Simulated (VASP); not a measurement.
TiB, 8 atoms in the cell. It takes space group Pnma (No. 62, orthorhombic). Conventional cell: a = 6.146 Å, b = 3.068 Å, c = 4.588 Å, α = 90.00°, β = 90.00°, γ = 90.00°. Ti (site symmetry m) has 7 B at 2.36 to 2.57 Å and 8 Ti at 2.90 to 3.07 Å within 3.1 Å. B (site symmetry m) has 2 B at 1.82 Å and 6 Ti at 2.36 to 2.39 Å within 2.4 Å. 

```yaml
Program: VASP 6.6.1
Task: single point
Functional: r2SCAN
Potentials_or_basis: VASP PAW PBE potentials, release 64 (Ti_sv, B)
Cutoff: 520 eV
k_mesh: 5 × 10 × 7
Occupations: fermi-dirac, width 0.1 eV
Spin: no spin polarisation
Dipole_correction: no
Further_INCAR_settings: ALGO = Normal; EDIFF = 1e-06; NBANDS = 40
```

Potentials or basis: VASP PAW PBE potentials, release 64 (Ti_sv, B).

Run with:

```console
$ cat potpaw_PBE.64/Ti_sv/POTCAR potpaw_PBE.64/B/POTCAR > POTCAR
$ cp INCAR.step1 INCAR
$ mpirun -np 1 vasp_std > vasp.out
$ cp INCAR.step2 INCAR
$ mpirun -np 1 vasp_std > vasp.out
```

Hardware: 1 thread of Intel(R) Xeon(R) 6975P-C (Granite Rapids) (shared host).

**Question.** Estimate the wall time of this run.

**Answer.** It took 8.2 min on 1 thread of Intel(R) Xeon(R) 6975P-C (Granite Rapids), with other jobs on the host, peak memory 0.33 GiB. Counts: k points 72.
